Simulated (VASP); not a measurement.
Input of a VASP 6.6.1 run:

Contents of POSCAR:

```
BN
1.0
    2.5439499996      0.0000000000      0.0000000000
   -1.2719749998      2.2031253256      0.0000000000
    0.0000000000      0.0000000000      4.1236590347
B N
2 2
Direct
    0.3333333333      0.6666666667      0.0001020310
    0.6666666667      0.3333333333      0.5001020310
    0.3333333333      0.6666666667      0.3748979690
    0.6666666667      0.3333333333      0.8748979690
```

File INCAR.step1:

```
PREC = Accurate
ENCUT = 500
EDIFF = 1E-8
ISMEAR = 0
SIGMA = 0.01
LREAL = F
LASPH = T
NELM = 60
ALGO = Normal
LWAVE = T
LCHARG = F
GGA = PE
```

File INCAR.step2:

```
PREC = Accurate
ENCUT = 500
EDIFF = 1E-8
ISMEAR = 0
SIGMA = 0.01
LREAL = F
LASPH = T
NELM = 1
ALGO = Exact
LWAVE = T
LCHARG = F
GGA = PE
NBANDS = 104
LOPTICS = T
ISTART = 1
```

File INCAR.step3:

```
PREC = Accurate
ENCUT = 500
EDIFF = 1E-8
ISMEAR = 0
SIGMA = 0.01
LREAL = F
LASPH = T
ALGO = EVGW0
LWAVE = F
LCHARG = F
GGA = PE
NELMGW = 1
NBANDS = 104
ENCUTGW = 150.0
NOMEGA = 96
PRECFOCK = Fast
ISTART = 1
NBANDSGW = 16
OMEGAMAX = 20
```

The input KPOINTS:

```
regular mesh
0
Gamma
  6 6 4
```

Potentials or basis: VASP PAW PBE potentials, release 64 (B_GW, N_GW).

Launch:

```console
$ cat potpaw_PBE.64/B_GW/POTCAR potpaw_PBE.64/N_GW/POTCAR > POTCAR
$ cp INCAR.step1 INCAR
$ mpirun -np 1 vasp_std > vasp.out
$ cp INCAR.step2 INCAR
$ mpirun -np 1 vasp_std > vasp.out
$ cp INCAR.step3 INCAR
$ mpirun -np 1 vasp_std > vasp.out
```

Task: Estimate the quasiparticle gap.

Result: 6.71 eV.

Task: Estimate the least direct quasiparticle gap.

Result: 10.18 eV.

Task: Estimate the band gap of the starting levels on the mesh.

Result: 5.25 eV.

Task: Predict the least direct gap of the starting levels on the mesh.

Result: 8.28 eV.

Caveat: the k points lie up to 0.48 Å⁻¹ apart; bands, screening cutoff and mesh are small and nothing is extrapolated, so the quasiparticle values aren't converged; the structure was generated, so it needn't be the stable form of BN.
